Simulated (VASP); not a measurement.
Input of a VASP 6.6.1 run:

Contents of INCAR:

```
SYSTEM = Sb
  PREC = Accurate
  ENCUT = 520
  EDIFF = 1E-7
  ISMEAR = -1
  SIGMA = 0.1
  LREAL = .False.
  LASPH = .True.
  NELM = 80
  ALGO = Normal
  ISIF = 2
  LWAVE = .False.
  LCHARG = .False.
  GGA = PE
  NBANDS = 18
```

The input KPOINTS:

```
regular mesh
0
Gamma
  14 14 4
  0 0 0
```

The input POSCAR:

```
Sb
1.0
    3.3870888607      0.0000000000      0.0000000000
   -1.6935444304      2.9333049983      0.0000000000
    0.0000000000      0.0000000000     11.4889270060
Sb
4
Direct
    1.0000000000      1.0000000000      1.0000000000
    1.0000000000      1.0000000000      0.5000000000
    0.3333333333      0.6666666667      0.2500000000
    0.6666666667      0.3333333333      0.7500000000
```

Potentials or basis: VASP PAW PBE potentials, release 64 (Sb).

The run is started by

```bash
$ cat potpaw_PBE.64/Sb/POTCAR > POTCAR
$ mpirun -np 1 vasp_std > vasp.out
```

What does it give for the pressure?

-2.2 GPa.

Estimate the band gap on the k mesh.

zero (bands 10 and 11 overlap by 6.46 eV).

Stress tensor (GPa, compression positive):
```
-2.20  0.00  0.00
 0.00 -2.20  0.00
 0.00  0.00 -2.28
```

Caveat: spin-orbit coupling is left out, which moves the levels of the heavy elements.
